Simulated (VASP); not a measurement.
Runs of VASP 6.6.1 on Ag. The structure is that of space group P6/mmm (No. 191), or close to it. The cells are those of the table. 

```csv
task,cell,k mesh for the DOS,occupations for the DOS,gap on the mesh (eV),pressure (GPa)
single point,"a = 4.315, b = 4.315, c = 2.580 Å, angles 90.0, 90.0, 120.0°, 3 atoms",-,-,none,51.1
single point,"a = 4.598, b = 4.598, c = 2.750 Å, angles 90.0, 90.0, 120.0°, 3 atoms",-,-,none,9.0
single point,"a = 4.158, b = 4.158, c = 2.486 Å, angles 90.0, 90.0, 120.0°, 3 atoms",-,-,none,98.2
single point,"a = 4.728, b = 4.728, c = 2.828 Å, angles 90.0, 90.0, 120.0°, 3 atoms",-,-,none,(a)
```

Alike in all rows: level PBE; potentials or basis VASP PAW PBE potentials, release 64 (Ag); no spin polarisation; k mesh 8 × 8 × 11; cutoff (eV) 520; smearing fermi-dirac 0.05 eV.

Task: Fill in the values left out.

Result: (a) -0.1.

A k mesh can miss the band edges, and the runs leave out spin-orbit coupling on Ag.

A gap of «none» marks levels without a gap at the run's occupations.
